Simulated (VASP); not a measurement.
# Nb3Sn in VASP: further runs

The runs below take Nb3Sn through single point, relaxation of the atoms, with PBEsol.

Program: VASP 6.6.1. These are calculated values, not measurements. Logs are shortened: lines on timing, memory, paths and dates and some standing lists are left out, and cuts for length are marked.

### Step 1. The cell of the first run

It takes space group P4_2/mmc (No. 131, tetragonal). The conventional cell has a = 5.282 Å, b = 5.282 Å, c = 5.388 Å, α = 90.00°, β = 90.00°, γ = 90.00°. Sn (site symmetry mmm) has 12 Nb at 2.96 to 2.98 Å within 3.9 Å. Nb (site symmetry -4m2) has 10 Nb at 2.69 to 3.23 Å and 4 Sn at 2.96 Å within 3.6 Å. Nb (site symmetry m2m) has 10 Nb at 2.57 to 3.31 Å and 4 Sn at 2.97 to 2.98 Å within 3.4 Å.

### Step 2. Single point, PBEsol

INCAR reads:

```
SYSTEM = Nb3Sn
ALGO = All
EDIFF = 1E-6
ENCUT = 590
GGA = PS
GGA_COMPAT = .False.
ISEARCH = 1
ISIF = 2
ISMEAR = -1
KPAR = 4
LASPH = .True.
LCHARG = .False.
LREAL = .False.
LWAVE = .False.
NBANDS = 63
NELM = 300
PREC = Accurate
SIGMA = 0.05
```

KPOINTS reads:

```
k-points
0
Gamma
  4 4 4
  0 0 0
```

POSCAR reads:

```
Nb3Sn
1.0
    5.2821000000      0.0000000000      0.0000000000
    0.0000000000      5.2821000000      0.0000000000
    0.0000000000      0.0000000000      5.3877420000
Sn Nb
2 6
Direct
    0.5000000000      0.5000000000      0.5000000000
    0.0000000000      0.0000000000      0.0000000000
    0.0000000000      0.5000000000      0.2500000000
    0.0000000000      0.5000000000      0.7500000000
    0.5000000000      0.2570698014      0.0000000000
    0.7570698014      0.0000000000      0.5000000000
    0.5000000000      0.7429301986      0.0000000000
    0.2429301986      0.0000000000      0.5000000000
```

Potentials or basis: VASP PAW PBE potentials, release 64 (Sn_d, Nb_sv).

Started as:

```
> cat potpaw_PBE.64/Sn_d/POTCAR potpaw_PBE.64/Nb_sv/POTCAR > POTCAR
> mpirun -np 4 vasp_std > vasp.out
```

OUTCAR:

```text
SYSTEM = Nb3Sn
   EDIFF = 1E-6
   ENCUT = 590
   GGA = PS
   ISIF = 2
   ISMEAR = -1
   LASPH = .True.
   LREAL = .False.
   NELM = 300
   PREC = Accurate

 ion  position               nearest neighbor table
   1  0.500  0.500  0.500-   3 2.96   4 2.96   3 2.96   4 2.96   6 2.97   8 2.97   6 2.97   8 2.97
                             7 2.98   5 2.98   5 2.98   7 2.98
   2  0.000  0.000  0.000-   3 2.96   4 2.96   3 2.96   4 2.96   5 2.97   7 2.97   5 2.97   7 2.97
                             6 2.98   8 2.98   6 2.98   8 2.98
   3  0.000  0.500  0.250-   4 2.69   4 2.69   1 2.96   2 2.96   2 2.96   1 2.96
   4  0.000  0.500  0.750-   3 2.69   3 2.69   1 2.96   2 2.96   2 2.96   1 2.96
   5  0.500  0.257  0.000-   7 2.57   7 2.72   2 2.97   2 2.97   1 2.98   1 2.98
   6  0.757  0.000  0.500-   8 2.57   8 2.72   1 2.97   1 2.97   2 2.98   2 2.98
   7  0.500  0.743  0.000-   5 2.57   5 2.72   2 2.97   2 2.97   1 2.98   1 2.98
   8  0.243  0.000  0.500-   6 2.57   6 2.72   1 2.97   1 2.97   2 2.98   2 2.98

  LATTYP: Found a simple tetragonal cell.
 ALAT       =     5.2821000000
 C/A-ratio  =     1.0200000000

  Lattice vectors:

 A1 = (   5.2821000000,   0.0000000000,   0.0000000000)
 A2 = (   0.0000000000,   5.2821000000,   0.0000000000)
 A3 = (   0.0000000000,   0.0000000000,   5.3877420000)

Analysis of symmetry for initial positions (statically):
=====================================================================
 Subroutine PRICEL returns:
 Original cell was already a primitive cell.

 Routine SETGRP: Setting up the symmetry group for a
 simple tetragonal supercell.

 Subroutine GETGRP returns: Found 16 space group operations
 (whereof  8 operations were pure point group operations)
 out of a pool of 16 trial point group operations.

The static configuration has the point symmetry D_2h.
 The point group associated with its full space group is D_4h.

Analysis of symmetry for dynamics (positions and initial velocities):
=====================================================================
 Subroutine PRICEL returns:
 Original cell was already a primitive cell.

 Routine SETGRP: Setting up the symmetry group for a
 simple tetragonal supercell.

 Subroutine GETGRP returns: Found 16 space group operations
 (whereof  8 operations were pure point group operations)
 out of a pool of 16 trial point group operations.

The dynamic configuration has the point symmetry D_2h.
 The point group associated with its full space group is D_4h.

[... 106 lines left out ...]
   NSW    =      0    number of steps for IOM
   IBRION =     -1    ionic relax: 0-MD 1-quasi-New 2-CG
   NFREE  =      0    steps in history (QN), initial steepest desc. (CG)
   ISIF   =      2    stress and relaxation
   ISYM   =      2    0-nonsym 1-usesym 2-fastsym
   POTIM  = 0.5000    time-step for ionic-motion
   TEBEG  =    0.0;   TEEND  =   0.0 temperature during run
   PSTRESS=    0.0 pullay stress
   NELECT =     106.0000    total number of electrons
   NUPDOWN=      -1.0000    fix difference up-down
   EMIN   =  10.00;   EMAX   =-10.00  energy-range for DOS
   EFERMI =   0.00;   METHOD = LEGACY
   ISMEAR =    -1;   SIGMA  =   0.05  broadening in eV -4-tet -1-fermi 0-gaus
   EFERMI_NEDOS =   21; number of points for ismear=-14 and -15
   IALGO  =     58    algorithm
   IMIX   =      4    mixing-type and parameters
     AMIX     =   0.40;   BMIX     =  1.00
     AMIX_MAG =   1.60;   BMIX_MAG =  1.00
  volume/ion in A,a.u.               =      18.79       126.80
  Fermi-wavevector in a.u.,A,eV,Ry     =   1.457147  2.753609 28.888953  2.123278
  Thomas-Fermi vector in A             =   2.573983
   LORBIT       =      0    0 simple, 1 ext, 2 COOP (PROOUT), +10 PAW based schemes
   GGA     = PS    functional components
   LHFCALC =     F    Hartree Fock is set to
   AEXX    =    0.0000 exact exchange contribution
   IVDW    =     0    specifies the selected vdW correction
   LEPSILON=     F    determine dielectric tensor
   LRPA    =     F    only Hartree local field effects (RPA)
 non-spin polarized calculation
  energy-cutoff  :      590.00
  volume of cell :      150.32
 maximum number of plane-waves:      4913
 NGX is ok and might be reduce to    42
   NGX = 21   NGY = 21   NGZ = 21

 number of electron     106.0000019 magnetization

 Free energy of the ion-electron system (eV)
  ---------------------------------------------------
  ext. energy  EPLUGINS =         0.00000000
  ---------------------------------------------------
  free energy    TOTEN  =       -75.92543091 eV

  energy without entropy =      -75.84909701  energy(sigma->0) =      -75.88726396

 E-fermi :  11.0538     XC(G=0): -12.3932

 val. band max:       11.0534088161   @ k =   0.5000   0.2500   0.5000
 cond. band min:      11.0691395293   @ k =   0.5000   0.0000   0.5000
 fundamental gap:      0.0157307132
 Fermi energy:        11.0538192857

 k-point     1 :       0.0000    0.0000    0.0000
  band No.  band energies     occupation
      1     -43.4962      2.00000
      2     -43.4441      2.00000
      3     -43.4019      2.00000
      4     -43.2158      2.00000
      5     -43.2029      2.00000
      6     -43.2029      2.00000
[... 1177 lines left out ...]
     62      13.7278      0.00000
     63      13.9274      0.00000

------------------------ aborting loop because EDIFF is reached ----------------------------------------

  FORCE on cell =-STRESS in cart. coord.  units (eV):
  Direction    XX          YY          ZZ          XY          YZ          ZX
  --------------------------------------------------------------------------------------
  -------------------------------------------------------------------------------------
  Total       -5.1441247     -5.1441247     -5.9889038     -0.0000000      0.0000000      0.0000000
  in kB      -54.8279539    -54.8279539    -63.8319172     -0.0000000      0.0000000      0.0000000
  external PRESSURE =     -57.8292750 kB  Pullay stress =       0.0000000 kB

 VOLUME and BASIS-vectors are now :
 -----------------------------------------------------------------------------
  energy-cutoff  :      590.00
  volume of cell :      150.32
      direct lattice vectors                 reciprocal lattice vectors
     5.282100000  0.000000000  0.000000000     0.189318642  0.000000000  0.000000000
     0.000000000  5.282100000  0.000000000     0.000000000  0.189318642  0.000000000
     0.000000000  0.000000000  5.387742000     0.000000000  0.000000000  0.185606512

 POSITION                                       TOTAL-FORCE (eV/Angst)
 -----------------------------------------------------------------------------------
      2.64105      2.64105      2.69387        -0.000000     -0.000000     -0.000000
      0.00000      0.00000      0.00000        -0.000000     -0.000000     -0.000000
      0.00000      2.64105      1.34694        -0.000000     -0.000000      0.000000
      0.00000      2.64105      4.04081        -0.000000     -0.000000      0.000000
      2.64105      1.35787      0.00000        -0.000000     -0.001560     -0.000000
      3.99892      0.00000      2.69387        -0.001560     -0.000000     -0.000000
      2.64105      3.92423      0.00000        -0.000000      0.001560     -0.000000
      1.28318      0.00000      2.69387         0.001560     -0.000000     -0.000000
 -----------------------------------------------------------------------------------
    total drift:                                0.000000      0.000000      0.000000

  FREE ENERGIE OF THE ION-ELECTRON SYSTEM (eV)
  ---------------------------------------------------
  free  energy   TOTEN  =       -75.9254309134 eV

  energy  without entropy=      -75.8490936030  energy(sigma->0) =      -75.88726226
```

stdout:

```text
POSCAR found type information on POSCAR SnNb
 POSCAR found :  2 types and       8 ions
 scaLAPACK will be used
 -----------------------------------------------------------------------------
|                                                                             |
|                                                                             |
[... 61 lines left out ...]
 gam= 0.604 trial= 0.523  step=  0.6196 mean=  0.5234
 gam= 0.537 g(H,U,f)=  0.155E-05 0.104E-06 0.216E-07 ort(H,U,f) = 0.497E-06-0.272E-07-0.130E-07
 gam= 0.537 trial= 0.533  step=  0.9695 mean=  0.5330
 gam= 1.132 g(H,U,f)=  0.167E-05 0.193E-06 0.392E-07 ort(H,U,f) =-0.186E-06-0.546E-07-0.613E-08
 gam= 1.132 trial= 0.577  step=  0.6024 mean=  0.5766
 final diagonalization occupied
```

Run time: 3.1 min. Hardware: 4 MPI ranks of Intel Xeon Platinum 8259CL at 2.50GHz (Skylake/Cascade Lake), shared host; peak memory 0.52 GiB.

Results:

```
Free energy            : -75.9254 eV
Pressure               : -5.8 GPa
Band gap on the k mesh : zero (bands 53 and 54 overlap by 0.86 eV)
```

Caveat: the cell stands under tension; the PAW data sets were made with another functional, which shifts forces and pressure a little; spin-orbit coupling is left out, which moves the levels of the heavy elements.

### Step 3. Relaxation of the atoms, PBEsol

This run uses another cell than the first one, of 18.42 Å³/atom.

INCAR reads:

```
ALGO = All
EDIFF = 1E-7
EDIFFG = -0.01
ENCUT = 480
GGA = PS
GGA_COMPAT = False
IBRION = 2
ISEARCH = 1
ISIF = 2
ISMEAR = -1
KPAR = 4
LASPH = True
LCHARG = False
LREAL = False
LWAVE = False
NELM = 300
NELMIN = 4
NSW = 60
PREC = Accurate
SIGMA = 0.05
```

KPOINTS reads:

```
k-points
0
Gamma
  4 4 4
```

POSCAR reads:

```
Nb3Sn
1.0
    5.2821000000      0.0000000000      0.0000000000
    0.0000000000      5.2821000000      0.0000000000
    0.0000000000      0.0000000000      5.2821000000
Sn Nb
2 6
Direct
    0.5000000000      0.5000000000      0.5000000000
    0.0000000000      0.0000000000      0.0000000000
    0.0000000000      0.5000000000      0.2500000000
    0.0000000000      0.5000000000      0.7500000000
    0.5000000000      0.2500000000      0.0000000000
    0.7500000000      0.0000000000      0.5000000000
    0.5000000000      0.7500000000      0.0000000000
    0.2500000000      0.0000000000      0.5000000000
```

Potentials or basis: VASP PAW PBE potentials, release 64 (Sn_d, Nb_sv).

Started as:

```
> cat potpaw_PBE.64/Sn_d/POTCAR potpaw_PBE.64/Nb_sv/POTCAR > POTCAR
> mpirun -np 4 vasp_std > vasp.out
```

It took 3.1 min on 4 MPI ranks of Intel Xeon Platinum 8259CL at 2.50GHz (Skylake/Cascade Lake), shared host; peak memory 0.33 GiB.

Results (log left out):

* Free energy: -76.0005 eV
* Pressure after relaxing: -2.9 GPa
* Band gap on the k mesh: zero (bands 53 and 54 overlap by 0.57 eV)

Final structure:
```yaml
crystal:
  lattice:
    - [5.28210, 0.00000, 0.00000]
    - [0.00000, 5.28210, 0.00000]
    - [0.00000, 0.00000, 5.28210]
  atoms:
    - { symbol: Sn, position: [0.50000, 0.50000, 0.50000] }
    - { symbol: Sn, position: [0.00000, 0.00000, 0.00000] }
    - { symbol: Nb, position: [0.00000, 0.50000, 0.25000] }
    - { symbol: Nb, position: [0.00000, 0.50000, 0.75000] }
    - { symbol: Nb, position: [0.50000, 0.25000, 0.00000] }
    - { symbol: Nb, position: [0.75000, 0.00000, 0.50000] }
    - { symbol: Nb, position: [0.50000, 0.75000, 0.00000] }
    - { symbol: Nb, position: [0.25000, 0.00000, 0.50000] }
```

Levels at points of the mesh, in eV from the Fermi level:
```csv
k point,band 50,band 51,band 52,band 53,band 54,band 55,band 56,band 57,band 58,band 59
"(0.00, 0.00, 0.00)",-0.57,-0.57,-0.57,-0.09,-0.09,2.36,2.37,2.38,2.43,3.52
"(0.50, 0.00, 0.00)",-1.04,-0.86,-0.86,-0.41,-0.41,1.49,1.49,2.16,2.22,2.72
"(0.50, 0.50, 0.00)",0.06,0.14,0.14,0.16,0.56,0.59,0.59,0.74,0.87,1.14
"(0.50, 0.50, 0.50)",-0.01,-0.01,-0.01,0.08,0.08,0.08,0.08,0.08,0.08,2.49
```

Caveat: the relaxation stopped at its first step, so nothing moved; the PAW data sets were made with another functional, which shifts forces and pressure a little; spin-orbit coupling is left out, which moves the levels of the heavy elements.

### Step 4. Single point, PBEsol

This run uses another cell than the first one, of 18.24 Å³/atom.

INCAR reads:

```
PREC     = Accurate       # precision mode
ENCUT    = 590            # plane-wave cutoff, eV
EDIFF    = 1E-6           # SCF threshold, eV
ISMEAR   = -1             # smearing method
SIGMA    = 0.05           # smearing width, eV
LREAL    = F              # projectors in reciprocal space
LASPH    = T              # aspherical terms in the spheres
NELM     = 300            # most SCF steps
ALGO     = All            # electronic algorithm
ISIF     = 2              # what is computed and relaxed
LWAVE    = F              # write WAVECAR
LCHARG   = F              # write CHGCAR
GGA      = PS             # functional
NBANDS   = 63             # bands
GGA_COMPAT= F            
ISEARCH  = 1            
KPAR     = 4
```

KPOINTS reads:

```
regular mesh
0
Gamma
  4 4 5
```

POSCAR reads:

```
Nb3Sn
1.0
    5.2821000000      0.0000000000      0.0000000000
    0.0000000000      5.2821000000      0.0000000000
    0.0000000000      0.0000000000      5.2292790000
Sn Nb
2 6
Direct
    0.5000000000      0.5000000000      0.5000000000
    0.0000000000      0.0000000000      0.0000000000
    0.0000000000      0.5000000000      0.2500000000
    0.0000000000      0.5000000000      0.7500000000
    0.5000000000      0.2441067306      0.0000000000
    0.7441067306      0.0000000000      0.5000000000
    0.5000000000      0.7558932694      0.0000000000
    0.2558932694      0.0000000000      0.5000000000
```

Potentials or basis: VASP PAW PBE potentials, release 64 (Sn_d, Nb_sv).

Started as:

```
> cat potpaw_PBE.64/Sn_d/POTCAR potpaw_PBE.64/Nb_sv/POTCAR > POTCAR
> mpirun -np 4 vasp_std > vasp.out
```

OUTCAR:

```text
PREC = Accurate
   ENCUT = 590
   EDIFF = 1E-6
   ISMEAR = -1
   LREAL = F
   LASPH = T
   NELM = 300
   ISIF = 2
   GGA = PS

 ion  position               nearest neighbor table
   1  0.500  0.500  0.500-   6 2.94   8 2.94   6 2.94   8 2.94   5 2.94   7 2.94   7 2.94   5 2.94
                             3 2.95   4 2.95   3 2.95   4 2.95
   2  0.000  0.000  0.000-   5 2.94   7 2.94   5 2.94   7 2.94   6 2.94   8 2.94   6 2.94   8 2.94
                             3 2.95   4 2.95   3 2.95   4 2.95
   3  0.000  0.500  0.250-   4 2.61   4 2.61   1 2.95   2 2.95   2 2.95   1 2.95
   4  0.000  0.500  0.750-   3 2.61   3 2.61   1 2.95   2 2.95   2 2.95   1 2.95
   5  0.500  0.244  0.000-   7 2.58   7 2.70   2 2.94   2 2.94   1 2.94   1 2.94
   6  0.744  0.000  0.500-   8 2.58   8 2.70   1 2.94   1 2.94   2 2.94   2 2.94
   7  0.500  0.756  0.000-   5 2.58   5 2.70   2 2.94   2 2.94   1 2.94   1 2.94
   8  0.256  0.000  0.500-   6 2.58   6 2.70   1 2.94   1 2.94   2 2.94   2 2.94

  LATTYP: Found a simple tetragonal cell.
 ALAT       =     5.2821000000
 C/A-ratio  =     0.9900000000

  Lattice vectors:

 A1 = (   5.2821000000,   0.0000000000,   0.0000000000)
[... 192 lines left out ...]
  band No.  band energies     occupation
      1     -43.0140      2.00000
      2     -42.9389      2.00000
      3     -42.9250      2.00000
      4     -42.7113      2.00000
      5     -42.7113      2.00000
      6     -42.6646      2.00000
[... 1177 lines left out ...]
     62      14.2704      0.00000
     63      14.4511      0.00000

------------------------ aborting loop because EDIFF is reached ----------------------------------------

  FORCE on cell =-STRESS in cart. coord.  units (eV):
  Direction    XX          YY          ZZ          XY          YZ          ZX
  --------------------------------------------------------------------------------------
  -------------------------------------------------------------------------------------
  Total       -0.9154551     -0.9154551     -0.5071872     -0.0000000      0.0000000      0.0000000
  in kB      -10.0529280    -10.0529280     -5.5695976     -0.0000000      0.0000000      0.0000000
  external PRESSURE =      -8.5584846 kB  Pullay stress =       0.0000000 kB

 VOLUME and BASIS-vectors are now :
 -----------------------------------------------------------------------------
  energy-cutoff  :      590.00
  volume of cell :      145.90
      direct lattice vectors                 reciprocal lattice vectors
     5.282100000  0.000000000  0.000000000     0.189318642  0.000000000  0.000000000
     0.000000000  5.282100000  0.000000000     0.000000000  0.189318642  0.000000000
     0.000000000  0.000000000  5.229279000     0.000000000  0.000000000  0.191230952

 POSITION                                       TOTAL-FORCE (eV/Angst)
 -----------------------------------------------------------------------------------
      2.64105      2.64105      2.61464        -0.000000      0.000000      0.000000
      0.00000      0.00000      0.00000        -0.000000      0.000000      0.000000
      0.00000      2.64105      1.30732        -0.000000      0.000000      0.000000
      0.00000      2.64105      3.92196        -0.000000     -0.000000     -0.000000
      2.64105      1.28940      0.00000        -0.000000      0.004508     -0.000000
      3.93045      0.00000      2.61464         0.004508      0.000000     -0.000000
      2.64105      3.99270      0.00000         0.000000     -0.004508      0.000000
      1.35165      0.00000      2.61464        -0.004508      0.000000      0.000000
 -----------------------------------------------------------------------------------
    total drift:                                0.000000     -0.000000     -0.000000

  FREE ENERGIE OF THE ION-ELECTRON SYSTEM (eV)
  ---------------------------------------------------
  free  energy   TOTEN  =       -75.9838413072 eV

  energy  without entropy=      -75.8865584222  energy(sigma->0) =      -75.93519986
```

Run time: 4.5 min. Hardware: 4 MPI ranks of Intel Xeon Platinum 8259CL at 2.50GHz (Skylake/Cascade Lake), shared host; peak memory 0.51 GiB.

Results:

| Item | Value |
| --- | --- |
| Free energy | -75.9838 eV |
| Pressure | -0.9 GPa |
| Largest force | 0.005 eV/Å |
| Band gap on the k mesh | zero (bands 53 and 54 overlap by 0.71 eV) |

Forces in eV/Å, atoms in the order of the input:
```
Sn   0.000  0.000  0.000
Sn   0.000  0.000  0.000
Nb   0.000  0.000  0.000
Nb   0.000  0.000  0.000
Nb   0.000  0.005  0.000
Nb   0.005  0.000  0.000
Nb   0.000 -0.005  0.000
Nb  -0.005  0.000  0.000
```

Stress tensor (GPa, compression positive):
```
-1.01  0.00  0.00
 0.00 -1.01  0.00
 0.00  0.00 -0.56
```

Caveat: the PAW data sets were made with another functional, which shifts forces and pressure a little; spin-orbit coupling is left out, which moves the levels of the heavy elements.

### Step 5. The runs side by side

```tsv
task	cell	k mesh	cutoff (eV)	gap on the mesh (eV)	pressure (GPa)
single point	a = 5.282, b = 5.282, c = 5.388 Å, 8 atoms, atomic positions A	4 × 4 × 4	590	none	-5.8
relaxation of the atoms	atoms relaxed from a = 5.282 Å, 8 atoms, atomic positions B	4 × 4 × 4	480	none	-2.9
single point	a = 5.282, b = 5.282, c = 5.229 Å, 8 atoms, atomic positions C	4 × 4 × 5	590	none	-0.9
```

Alike in all rows: level PBEsol; potentials or basis VASP PAW PBE potentials, release 64 (Sn_d, Nb_sv); no spin polarisation; smearing fermi-dirac 0.05 eV.

Caveats: the PAW data sets were made with another functional, which shifts forces and pressure a little; spin-orbit coupling is left out, which moves the levels of the heavy elements; the cell stands under tension (at least some runs); the relaxation stopped at its first step, so nothing moved (at least some runs).

Absolute energies hang on the potentials; compare differences alone.

The gap in the log of VASP goes by the Fermi energy; the results here count the filled bands.